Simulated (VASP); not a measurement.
Input of a VASP 6.6.1 run:

The input INCAR:

```
SYSTEM = Si16Ge
ALGO     = Normal         ! electronic algorithm
EDIFF    = 1E-7           ! SCF threshold, eV
ENCUT    = 520            ! plane-wave cutoff, eV
GGA      = PE             ! functional
ISIF     = 2              ! what is computed and relaxed
ISMEAR   = -1             ! smearing method
IVDW     = 12             ! dispersion correction
LASPH    = .TRUE.         ! aspherical terms in the spheres
LCHARG   = .TRUE.         ! write CHGCAR
LELF     = .TRUE.         ! ELF
LREAL    = Auto         
LVHAR    = .TRUE.       
LWAVE    = .FALSE.        ! write WAVECAR
NBANDS   = 53             ! bands
NELM     = 60             ! most SCF steps
PREC     = Accurate       ! precision mode
SIGMA    = 0.05           ! smearing width, eV
```

The input KPOINTS:

```
k-points
0
G
  2 2 2
  0 0 0
```

Contents of POSCAR:

```
Si16Ge
1.0
    0.0000000000      5.4300000000      5.4300000000
    5.4300000000      0.0000000000      5.4300000000
    5.4300000000      5.4300000000      0.0000000000
Si Ge
16 1
Direct
    0.0566022099     -0.0628268877     -0.0038029466
    0.1677716390      0.0460773481      0.1331491713
    0.0530386740     -0.1334622468      0.5169613260
    0.1798526703      0.0215837937      0.6219521179
    0.0654235727      0.4136740331     -0.0370073665
    0.1412891344      0.5871270718      0.1159484346
    0.0179834254      0.3927163904      0.5401565378
    0.1868692449      0.5112338858      0.6116574586
    0.5352486188     -0.1015285451      0.0085819521
    0.6854235727      0.0748895028      0.0784806630
    0.5533701657     -0.0737200737      0.5116942910
    0.6906813996      0.0400000000      0.6318784530
    0.5453775322      0.4453038674     -0.0158563536
    0.6854419890      0.5362891344      0.1204327808
    0.5627532228      0.4052762431      0.4783333333
    0.6677716390      0.5568139963      0.6118784530
    0.2898895028      0.2031860037      0.2665930018
```

Potentials or basis: VASP PAW PBE potentials, release 64 (Si, Ge_d).

Command:

```sh
$ cat potpaw_PBE.64/Si/POTCAR potpaw_PBE.64/Ge_d/POTCAR > POTCAR
$ mpirun -np 1 vasp_std > vasp.out
```

Predict the pressure.

4.0 GPa.

Predict the dispersion energy per atom.

-0.333 eV.

Forces in eV/Å, atoms in the order of the input:
```
Si   0.091 -1.453  0.064
Si   0.407  0.730 -0.202
Si   0.802 -0.731  1.431
Si   0.677  1.417 -1.835
Si   2.182  0.736 -0.552
Si  -1.465  0.952 -1.039
Si  -0.388 -0.215  0.915
Si  -1.058 -0.024  0.422
Si   0.370  0.139  1.793
Si  -0.008  0.748 -1.417
Si  -1.107 -0.547  0.753
Si  -0.042  0.105 -1.100
Si   0.296 -0.714 -0.141
Si  -1.227 -0.288  0.700
Si   1.272  0.881  0.011
Si   0.451 -0.979 -0.854
Ge  -1.252 -0.756  1.050
```

Caveat: the k points lie up to 0.50 Å⁻¹ apart.
